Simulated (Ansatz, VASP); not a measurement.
## One calculation of CoO, two programs

```xyz
2
Lattice="1.5055 0.8692 2.4399 -1.5055 0.8692 2.4399 0.0000 -1.7384 2.4399" Properties=species:S:1:pos:R:3 pbc="T T T"
Co    0.0000    0.0000    0.0000
O     0.0000    0.0000    3.6599
```

Alike in both runs: task single point; functional PBE; k mesh 18 × 18 × 18; occupations gaussian, width 0.1 eV; collinear spin.

|  | VASP | Ansatz |
| --- | --- | --- |
| version | VASP 6.6.1 | Ansatz 0.2.0 |
| potentials or method | VASP PAW PBE potentials, release 64 (Co, O), cutoff 520 eV | scalar-relativistic, plane waves, PAW |
| valence electrons in the cell | 15 | 23 |

```tsv
	VASP	Ansatz	Ansatz less VASP
gap on the k mesh at the Fermi level (eV)	none	none	-
pressure (GPa)	-0.6	0.1	+0.64
traceless stress, the component that is largest in VASP (GPa)	-0.34	-0.37	-0.027
net moment per atom (μB)	1.44	1.46	+0.020
size of the moment on the site where the two differ most (μB)	2.54	2.49	-0.055
```

Site moments also hang on the region over which each program counts them. A gap of «none» marks a metal or a gap that the smearing closes. The functional is the same, so the differences come from potentials, cutoffs and numerics. VASP's potentials hold 15 valence electrons a cell and Ansatz's 23, so a difference there can come from the potentials and not from the codes.
